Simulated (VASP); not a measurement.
Write the native input for VASP 6.6.1 that does the following.

- Task: single point
- Functional: PBE
- Dispersion: D3(BJ)
- Potentials or basis: VASP PAW PBE potentials, release 64 (Se, W_sv)
- Cutoff: 520 eV
- k mesh: 9 × 9 × 1
- Occupations: gaussian, width 0.05 eV
- Spin: no spin polarisation
- Dipole correction: yes
- Further INCAR settings: ALGO = Normal; EDIFF = 1e-06; NBANDS = 35

The structure of WSe2 lies in POSCAR:

```
WSe2
1.0
    3.2854929709      0.0000000000      0.0000000000
   -1.6427464855      2.8453203767      0.0000000000
    0.0000000000      0.0000000000     24.2386466774
Se W
4 2
Direct
    0.3333333333      0.6666666667      0.1856539294
    0.3333333333      0.6666666667      0.3246601777
    0.7777777778      0.2222222222      0.4405907426
    0.7777777778      0.2222222222      0.5795969909
    0.6666666667      0.3333333333      0.2551570536
    1.1111111111     -0.1111111111      0.5100938667
```

These files were run (other wordings do the same):

INCAR

```
SYSTEM = WSe2
PREC = Accurate
ENCUT = 520
EDIFF = 1E-6
ISMEAR = 0
SIGMA = 0.05
LREAL = .FALSE.
LASPH = .TRUE.
NELM = 60
ALGO = Normal
ISIF = 2
LWAVE = .FALSE.
LCHARG = .FALSE.
LDIPOL = .TRUE.
IDIPOL = 3
DIPOL = 0.5 0.5 0.383
GGA = PE
IVDW = 12
NBANDS = 35
```

KPOINTS

```
Automatic mesh
0
G
  9 9 1
  0 0 0
```

Potentials or basis: VASP PAW PBE potentials, release 64 (Se, W_sv).

Launch:

```bash
$ cat potpaw_PBE.64/Se/POTCAR potpaw_PBE.64/W_sv/POTCAR > POTCAR
$ mpirun -np 1 vasp_std > vasp.out
```

It gave:

```yaml
Largest_force: 0.251 eV/Å
Band_gap_on_the_k_mesh: 1.15 eV, indirect (least direct gap 1.60 eV)
Dispersion_energy_per_atom: -0.412 eV
```

Caveat: spin-orbit coupling is left out, which moves the levels of the heavy elements.

It took 2.8 min on 1 thread of Intel(R) Xeon(R) Platinum 8559C (Emerald Rapids), with other jobs on the host, peak memory 0.41 GiB.
